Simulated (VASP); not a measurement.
# NbTeS4 (I422) in VASP: further runs

NbTeS4 is run at these levels: PBE; tasks: single point, relaxation of cell and atoms.

Everything below comes from runs of VASP 6.6.1. Logs are shortened: lines on timing, memory, paths and dates and some standing lists are left out, and cuts for length are marked.

## (1) The cell of the first run

The structure is tetragonal, space group I422 (No. 97). The conventional cell has a = 6.038 Å, b = 6.038 Å, c = 6.210 Å, α = 90.00°, β = 90.00°, γ = 90.00°. Nb (site symmetry 422) has 8 S at 2.73 Å and 2 Te at 3.11 Å within 3.6 Å. Te (site symmetry 422) has 8 S at 2.73 Å and 2 Nb at 3.11 Å within 3.6 Å. S (site symmetry 2) has 2 Nb at 2.73 Å and 2 Te at 2.73 Å and 11 S at 2.88 to 3.71 Å within 3.8 Å.

The cell was generated, and may not be a known phase.

## (2) Single point, PBE

The input, INCAR:

```
PREC = Accurate
ENCUT = 520
EDIFF = 1E-6
ISMEAR = 0
SIGMA = 0.1
LREAL = F
LASPH = T
NELM = 60
ALGO = Normal
ISIF = 2
LWAVE = F
LCHARG = T
GGA = PE
LELF = T
LVHAR = T
NBANDS = 30
```

The input, KPOINTS:

```
Automatic mesh
0
Gamma
  4 4 4
```

The input, POSCAR:

```
NbTeS4
1.0
   -3.0190150234      3.0190150234      3.1050382641
    3.0190150234     -3.0190150234      3.1050382641
    3.0190150234      3.0190150234     -3.1050382641
Nb Te S
1 1 4
Direct
    0.5000000000      0.5000000000      0.0000000000
    0.0000000000      0.0000000000      0.0000000000
    0.9187855286      0.4187855286      0.8375710572
    0.5812144714      0.0812144714      0.1624289428
    0.0812144714      0.9187855286      0.5000000000
    0.4187855286      0.5812144714      0.5000000000
```

Potentials or basis: VASP PAW PBE potentials, release 64 (Nb_sv, Te, S).

Command:

```
> cat potpaw_PBE.64/Nb_sv/POTCAR potpaw_PBE.64/Te/POTCAR potpaw_PBE.64/S/POTCAR > POTCAR
> mpirun -np 1 vasp_std > vasp.out
```

OUTCAR:

```text
PREC = Accurate
   ENCUT = 520
   EDIFF = 1E-6
   ISMEAR = 0
   LREAL = F
   LASPH = T
   NELM = 60
   ISIF = 2
   GGA = PE

 ion  position               nearest neighbor table
   1  0.500  0.500  0.000-   3 2.73   4 2.73   5 2.73   6 2.73   6 2.73   5 2.73   4 2.73   3 2.73
                             2 3.11   2 3.11
   2  0.000  0.000  0.000-   3 2.73   4 2.73   6 2.73   5 2.73   5 2.73   6 2.73   3 2.73   4 2.73
                             1 3.11   1 3.11
   3  0.919  0.419  0.838-   1 2.73   2 2.73   1 2.73   2 2.73
   4  0.581  0.081  0.162-   1 2.73   2 2.73   1 2.73   2 2.73
   5  0.081  0.919  0.500-   1 2.73   2 2.73   2 2.73   1 2.73
   6  0.419  0.581  0.500-   2 2.73   1 2.73   1 2.73   2 2.73

  LATTYP: Found a body centered tetragonal cell.
 ALAT       =     6.0380300468
 C/A-ratio  =     1.0284938101

  Lattice vectors:

 A1 = (  -3.0190150234,   3.0190150234,   3.1050382641)
 A2 = (   3.0190150234,  -3.0190150234,   3.1050382641)
 A3 = (   3.0190150234,   3.0190150234,  -3.1050382641)

Analysis of symmetry for initial positions (statically):
=====================================================================
 Subroutine PRICEL returns:
 Original cell was already a primitive cell.

 Routine SETGRP: Setting up the symmetry group for a
 body centered tetragonal supercell.

 Subroutine GETGRP returns: Found  8 space group operations
 (whereof  8 operations were pure point group operations)
 out of a pool of 16 trial point group operations.

The static configuration has the point symmetry D_4 .

Analysis of symmetry for dynamics (positions and initial velocities):
=====================================================================
 Subroutine PRICEL returns:
 Original cell was already a primitive cell.

 Routine SETGRP: Setting up the symmetry group for a
 body centered tetragonal supercell.

 Subroutine GETGRP returns: Found  8 space group operations
 (whereof  8 operations were pure point group operations)
 out of a pool of 16 trial point group operations.

The dynamic configuration has the point symmetry D_4 .

 Subroutine INISYM returns: Found  8 space group operations
 (whereof  8 operations are pure point group operations),
 and found     1 'primitive' translations

----------------------------------------------------------------------------------------

[... 82 lines left out ...]
   ISPIN  =      1    spin polarized calculation?
   LNONCOLLINEAR =      F non collinear calculations
   LSORBIT =      F    spin-orbit coupling
   LASPH  =      T    aspherical Exc in radial PAW
   ENCUT  =  520.0 eV  38.22 Ry    6.18 a.u.   9.82  9.82  9.82*2*pi/ulx,y,z
   NELM   =     60;   NELMIN=  2; NELMDL= -5     # of ELM steps
   EDIFF  = 0.1E-05   stopping-criterion for ELM
   LREAL  =      F    real-space projection
[... 7 lines left out ...]
   TEBEG  =    0.0;   TEEND  =   0.0 temperature during run
   PSTRESS=    0.0 pullay stress
   NELECT =      43.0000    total number of electrons
   NUPDOWN=      -1.0000    fix difference up-down
   EMIN   =  10.00;   EMAX   =-10.00  energy-range for DOS
   EFERMI =   0.00;   METHOD = LEGACY
   ISMEAR =     0;   SIGMA  =   0.10  broadening in eV -4-tet -1-fermi 0-gaus
   EFERMI_NEDOS =   21; number of points for ismear=-14 and -15
   IALGO  =     38    algorithm
   IMIX   =      4    mixing-type and parameters
     AMIX     =   0.40;   BMIX     =  1.00
     AMIX_MAG =   1.60;   BMIX_MAG =  1.00
  volume/ion in A,a.u.               =      18.87       127.32
  Fermi-wavevector in a.u.,A,eV,Ry     =   1.185619  2.240495 19.125606  1.405692
  Thomas-Fermi vector in A             =   2.321809
   LORBIT       =      0    0 simple, 1 ext, 2 COOP (PROOUT), +10 PAW based schemes
   GGA     = PE    functional components
   LHFCALC =     F    Hartree Fock is set to
   AEXX    =    0.0000 exact exchange contribution
   IVDW    =     0    specifies the selected vdW correction
   LEPSILON=     F    determine dielectric tensor
   LRPA    =     F    only Hartree local field effects (RPA)
 non-spin polarized calculation
 Gauss-broadening in eV      SIGMA  =   0.10
  energy-cutoff  :      520.00
  volume of cell :      113.20
 maximum number of plane-waves:      3067
   NGX = 19   NGY = 19   NGZ = 19

 number of electron      42.9999995 magnetization

 Free energy of the ion-electron system (eV)
  ---------------------------------------------------
  ext. energy  EPLUGINS =         0.00000000
  ---------------------------------------------------
  free energy    TOTEN  =       -29.21554883 eV

  energy without entropy =      -29.19237831  energy(sigma->0) =      -29.20396357

 E-fermi :   7.9242     XC(G=0): -10.7925

 val. band max:        7.9196518798   @ k =   0.0000   0.0000   0.0000
 cond. band min:       7.9406024864   @ k =   0.5000   0.5000   0.0000
 fundamental gap:      0.0209506066
 Fermi energy:         7.9241764840

 k-point     1 :       0.0000    0.0000    0.0000
  band No.  band energies     occupation
      1     -48.0686      2.00000
      2     -24.0956      2.00000
      3     -24.0956      2.00000
      4     -24.0356      2.00000
      5      -7.7748      2.00000
      6      -4.1949      2.00000
[... 418 lines left out ...]
     29      10.6818      0.00000
     30      15.4321      0.00000

------------------------ aborting loop because EDIFF is reached ----------------------------------------

  FORCE on cell =-STRESS in cart. coord.  units (eV):
  Direction    XX          YY          ZZ          XY          YZ          ZX
  --------------------------------------------------------------------------------------
  -------------------------------------------------------------------------------------
  Total       -0.2036853     -0.2036853     -0.1506907      0.0000000      0.0000000      0.0000000
  in kB       -2.8827891     -2.8827891     -2.1327483      0.0000000      0.0000000      0.0000000
  external PRESSURE =      -2.6327755 kB  Pullay stress =       0.0000000 kB

 VOLUME and BASIS-vectors are now :
 -----------------------------------------------------------------------------
  energy-cutoff  :      520.00
  volume of cell :      113.20
      direct lattice vectors                 reciprocal lattice vectors
    -3.019015023  3.019015023  3.105038264     0.000000000  0.165616930  0.161028611
     3.019015023 -3.019015023  3.105038264     0.165616930  0.000000000  0.161028611
     3.019015023  3.019015023 -3.105038264     0.165616930  0.165616930  0.000000000

 POSITION                                       TOTAL-FORCE (eV/Angst)
 -----------------------------------------------------------------------------------
      0.00000      0.00000      3.10504        -0.000000     -0.000000      0.000000
      0.00000      0.00000      0.00000         0.000000     -0.000000      0.000000
      1.01913      4.03815      1.55252         0.038271      0.038271     -0.000000
     -1.01913      1.99988      1.55252        -0.038271     -0.038271      0.000000
      4.03815     -1.01913      1.55252         0.038271     -0.038271      0.000000
      1.99988      1.01913      1.55252        -0.038271      0.038271      0.000000
 -----------------------------------------------------------------------------------
    total drift:                                0.000000     -0.000000      0.000000

  FREE ENERGIE OF THE ION-ELECTRON SYSTEM (eV)
  ---------------------------------------------------
  free  energy   TOTEN  =       -29.2155488336 eV

  energy  without entropy=      -29.1923783088  energy(sigma->0) =      -29.20396357
```

stdout:

```text
POSCAR found type information on POSCAR NbTeS
 POSCAR found :  3 types and       6 ions
 scaLAPACK will be used
 LDA part: xc-table for (Slater+PW92), standard interpolation
 POSCAR, INCAR and KPOINTS ok, starting setup
 FFT: planning ... GRIDC
 FFT: planning ... GRID_SOFT
 FFT: planning ... GRID
 WAVECAR not read
 entering main loop
```

It took 24 s on 1 thread of Intel Xeon 6975P-C (Granite Rapids), shared host; peak memory 0.25 GiB.

Results:

```
Free energy            : -29.2155 eV
Pressure               : -0.3 GPa
Largest force          : 0.054 eV/Å
Band gap on the k mesh : zero (an odd number of electrons rules out a gap without spin polarisation)
```

Forces in eV/Å, atoms in the order of the input:
```
Nb   0.000  0.000  0.000
Te   0.000  0.000  0.000
S    0.038  0.038  0.000
S   -0.038 -0.038  0.000
S    0.038 -0.038  0.000
S   -0.038  0.038  0.000
```

Stress tensor (GPa, compression positive):
```
-0.29  0.00  0.00
 0.00 -0.29  0.00
 0.00  0.00 -0.21
```

Caveat: the k points lie up to 0.36 Å⁻¹ apart, too coarse for converged energies and pressures of a metal; spin-orbit coupling is left out, which moves the levels of the heavy elements; an odd number of electrons without spin polarisation forces a metal; a magnetic or distorted state may lie lower.

## (3) Single point, PBE

This run uses another cell than the first one, of 20.80 Å³/atom.

The input, INCAR:

```
SYSTEM = NbTeS4
ALGO     = Normal         ! electronic algorithm
EDIFF    = 1E-7           ! SCF threshold, eV
ENCUT    = 520            ! plane-wave cutoff, eV
GGA      = PE             ! functional
ISIF     = 2              ! what is computed and relaxed
ISMEAR   = 0              ! smearing method
LASPH    = .TRUE.         ! aspherical terms in the spheres
LCHARG   = .TRUE.         ! write CHGCAR
LELF     = .TRUE.         ! ELF
LREAL    = .FALSE.        ! projectors in reciprocal space
LVHAR    = .TRUE.       
LWAVE    = .FALSE.        ! write WAVECAR
NBANDS   = 30             ! bands
NELM     = 80             ! most SCF steps
PREC     = Accurate       ! precision mode
SIGMA    = 0.1            ! smearing width, eV
```

The input, KPOINTS:

```
k-points
0
G
  4 4 4
  0 0 0
```

The input, POSCAR:

```
NbTeS4
1.0
   -3.3545654700      3.3545654700      2.7722810500
    3.3545654700     -3.3545654700      2.7722810500
    3.3545654700      3.3545654700     -2.7722810500
Nb Te S
1 1 4
Direct
    0.5000000000      0.5000000000      0.0000000000
    0.0000000000      0.0000000000      0.0000000000
    0.9139924900      0.4139924900      0.8279849900
    0.5860075100      0.0860075100      0.1720150100
    0.0860075100      0.9139924900      0.5000000000
    0.4139924900      0.5860075100      0.5000000000
```

Potentials or basis: VASP PAW PBE potentials, release 64 (Nb_sv, Te, S).

Command:

```
> cat potpaw_PBE.64/Nb_sv/POTCAR potpaw_PBE.64/Te/POTCAR potpaw_PBE.64/S/POTCAR > POTCAR
> mpirun -np 1 vasp_std > vasp.out
```

Wall time 38 s (1 thread of Intel Xeon 6975P-C (Granite Rapids), shared host); peak memory 0.27 GiB.

The run converged. Its results:

```yaml
Free_energy: -28.0113 eV
Pressure: -7.0 GPa
Largest_force: 0.075 eV/Å
Band_gap_on_the_k_mesh: zero (an odd number of electrons rules out a gap without spin polarisation)
```

Forces on the atoms (eV/Å):
```
Nb   0.000  0.000  0.000
Te   0.000  0.000  0.000
S    0.053  0.053  0.000
S   -0.053 -0.053  0.000
S    0.053 -0.053  0.000
S   -0.053  0.053  0.000
```

Stress tensor (GPa, compression positive):
```
-12.15   0.00   0.00
  0.00 -12.15   0.00
  0.00   0.00   3.24
```

Levels at points of the mesh, in eV from the Fermi level:
| k point | band 19 | band 20 | band 21 | band 22 | band 23 | band 24 | band 25 | band 26 |
| --- | --- | --- | --- | --- | --- | --- | --- | --- |
| (0.00, 0.00, 0.00) | -0.80 | -0.80 | 0.21 | 0.32 | 0.99 | 0.99 | 1.00 | 2.24 |
| (0.50, 0.00, 0.00) | -1.21 | -0.83 | -0.41 | -0.39 | 0.95 | 1.06 | 1.20 | 1.34 |
| (0.50, 0.50, 0.00) | -1.38 | -0.44 | -0.36 | -0.33 | 0.34 | 0.39 | 0.48 | 1.47 |
| (0.50, 0.50, 0.50) | -1.52 | -0.43 | -0.43 | 0.14 | 0.15 | 0.45 | 0.87 | 0.87 |

Caveat: the k points lie up to 0.37 Å⁻¹ apart, too coarse for converged energies and pressures of a metal; spin-orbit coupling is left out, which moves the levels of the heavy elements; an odd number of electrons without spin polarisation forces a metal; a magnetic or distorted state may lie lower.

## (4) Single point, PBE, collinear spin, zero start

This run uses another cell than the first one, of 20.80 Å³/atom.

The input, INCAR:

```
SYSTEM = NbTeS4
ALGO = Normal
EDIFF = 1E-6
ENCUT = 520
GGA = PE
ISIF = 2
ISMEAR = 0
ISPIN = 2
LASPH = .True.
LCHARG = .False.
LMAXMIX = 4
LORBIT = 11
LREAL = .False.
LWAVE = .False.
MAGMOM = 0 0 0 0 0 0
NBANDS = 34
NELM = 150
PREC = Accurate
SIGMA = 0.1
```

The input, KPOINTS:

```
k-points
0
Gamma
  4 4 4
  0 0 0
```

POSCAR is that of step 3.

Command:

```
> cat potpaw_PBE.64/Nb_sv/POTCAR potpaw_PBE.64/Te/POTCAR potpaw_PBE.64/S/POTCAR > POTCAR
> mpirun -np 1 vasp_std > vasp.out
```

Run time: 1.7 min. Hardware: 1 thread of Intel Xeon 6975P-C (Granite Rapids), shared host; peak memory 0.36 GiB.

The run converged. Its results:

* Free energy: -28.0113 eV
* Pressure: -7.0 GPa
* Largest force: 0.075 eV/Å
* Net moment: 0.00 μB per cell
* Valence electrons inside the program's atomic spheres: Nb 10.35; Te 3.20; S 3.59

Forces in eV/Å, atoms in the order of the input:
```
Nb   0.000  0.000  0.000
Te   0.000  0.000  0.000
S    0.053  0.053  0.000
S   -0.053 -0.053  0.000
S    0.053 -0.053  0.000
S   -0.053  0.053  0.000
```

Stress tensor (GPa, compression positive):
```
-12.14   0.00   0.00
  0.00 -12.14   0.00
  0.00   0.00   3.24
```

Levels at points of the mesh, in eV from the Fermi level:
Spin up:
```
           k point  band 18  band 19  band 20  band 21  band 22  band 23  band 24  band 25  band 26  band 27
(0.00, 0.00, 0.00)    -2.03    -0.80    -0.80     0.21     0.32     0.99     0.99     1.00     2.24     2.28
(0.50, 0.00, 0.00)    -1.69    -1.21    -0.83    -0.41    -0.39     0.95     1.06     1.20     1.34     2.18
(0.50, 0.50, 0.00)    -1.54    -1.38    -0.44    -0.36    -0.33     0.34     0.39     0.48     1.47     1.86
(0.50, 0.50, 0.50)    -1.77    -1.52    -0.43    -0.43     0.14     0.15     0.45     0.87     0.87     1.82
```
Spin down:
| k point | band 20 | band 21 | band 22 | band 23 | band 24 | band 25 |
| --- | --- | --- | --- | --- | --- | --- |
| (0.00, 0.00, 0.00) | -0.80 | 0.21 | 0.32 | 0.99 | 0.99 | 1.00 |
| (0.50, 0.00, 0.00) | -0.83 | -0.41 | -0.39 | 0.95 | 1.06 | 1.20 |
| (0.50, 0.50, 0.00) | -0.44 | -0.36 | -0.33 | 0.34 | 0.39 | 0.48 |
| (0.50, 0.50, 0.50) | -0.43 | -0.43 | 0.14 | 0.15 | 0.45 | 0.87 |

Caveat: the k points lie up to 0.37 Å⁻¹ apart; no moment was typed at the start, so none could form; spin-orbit coupling is left out, which moves the levels of the heavy elements.

[end of part 1 of 2]

The gap in the log of VASP goes by the Fermi energy; the results here count the filled bands.